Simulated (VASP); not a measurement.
Set up this calculation in VASP 6.6.1, as the native input.

```
Task                   : single point
Functional             : LDA
Potentials or basis    : VASP PAW LDA potentials, release 64 (Sr_sv, C)
Cutoff                 : 520 eV
k mesh                 : 9 × 9 × 9
Occupations            : gaussian, width 0.05 eV
Spin                   : no spin polarisation
Dipole correction      : no
Further INCAR settings : ALGO = Normal; EDIFF = 1e-06; NBANDS = 16
```

The structure of SrC2 lies in POSCAR:

```
SrC2
1.0
    2.7187116479      1.5696489018      2.2143958931
   -2.7187116479      1.5696489018      2.2143958931
    0.0000000000     -3.1392978035      2.2143958932
Sr C
1 2
Direct
    0.0000000000      0.0000000000      0.0000000000
    0.5915580000      0.5915580000      0.5915580000
    0.4084420000      0.4084420000      0.4084420000
```

This cell differs from its parent crystal: strain +0.080 along x and y, -0.040 along z.

These files were run (other wordings do the same):

INCAR

```
ALGO     = Normal         # electronic algorithm
EDIFF    = 1E-6           # SCF threshold, eV
ENCUT    = 520            # plane-wave cutoff, eV
ISIF     = 2              # what is computed and relaxed
ISMEAR   = 0              # smearing method
LASPH    = T              # aspherical terms in the spheres
LCHARG   = F              # write CHGCAR
LREAL    = F              # projectors in reciprocal space
LWAVE    = F              # write WAVECAR
NBANDS   = 16             # bands
NELM     = 100            # most SCF steps
PREC     = Accurate       # precision mode
SIGMA    = 0.05           # smearing width, eV
```

KPOINTS

```
k-points
0
Gamma
  9 9 9
```

Potentials or basis: VASP PAW LDA potentials, release 64 (Sr_sv, C).

Command:

```bash
$ cat potpaw_LDA.64/Sr_sv/POTCAR potpaw_LDA.64/C/POTCAR > POTCAR
$ mpirun -np 1 vasp_std > vasp.out
```

It gave:

* Pressure: -1.9 GPa
* Largest force: 3.772 eV/Å
* Band gap on the k mesh: 1.95 eV (least direct gap 2.89 eV)

Caveat: the cell differs from its parent crystal (strain +0.080 along x and y, -0.040 along z); an odd mesh through Γ misses points on the zone boundary, where band edges can lie; forces of over 1 eV/Å act on the atoms, so gaps and moduli don't describe the material at rest.

Wall time 110 s on 1 thread of AMD EPYC 7R13, on a shared host, peak memory 0.17 GiB.
